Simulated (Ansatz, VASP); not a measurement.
## One calculation of Cu, two programs

```
Cu
1.0
     0.00000    1.78481    1.78481
     1.78481    0.00000    1.78481
     1.78481    1.78481    0.00000
Cu
1
Direct
  0.00000 0.00000 0.00000
```

Alike in both runs: task relaxation of cell and atoms; functional PBEsol; k mesh 20 × 20 × 20; occupations gaussian, width 0.1 eV; no spin polarisation.

|  | VASP | Ansatz |
| --- | --- | --- |
| version | VASP 6.6.1 | Ansatz 0.2.0 |
| potentials or method | VASP PAW PBE potentials, release 64 (Cu), cutoff 600 eV | scalar-relativistic, plane waves, PAW |
| valence electrons in the cell | 11 | 19 |

|  | VASP | Ansatz | Ansatz less VASP |
| --- | --- | --- | --- |
| gap on the k mesh at the Fermi level, each at its own relaxed structure (eV) | none | none | - |
| relaxed volume (Å³/atom) | 11.37 | 11.31 | -0.051 |
| relaxed cell length with the largest relative difference (Å) | 2.524 | 2.520 | -0.0038 |

VASP's potentials were made for PBE, not for PBEsol. A gap of «none» marks a metal or a gap that the smearing closes. VASP's potentials hold 11 valence electrons a cell and Ansatz's 19, so a difference there can come from the potentials and not from the codes.
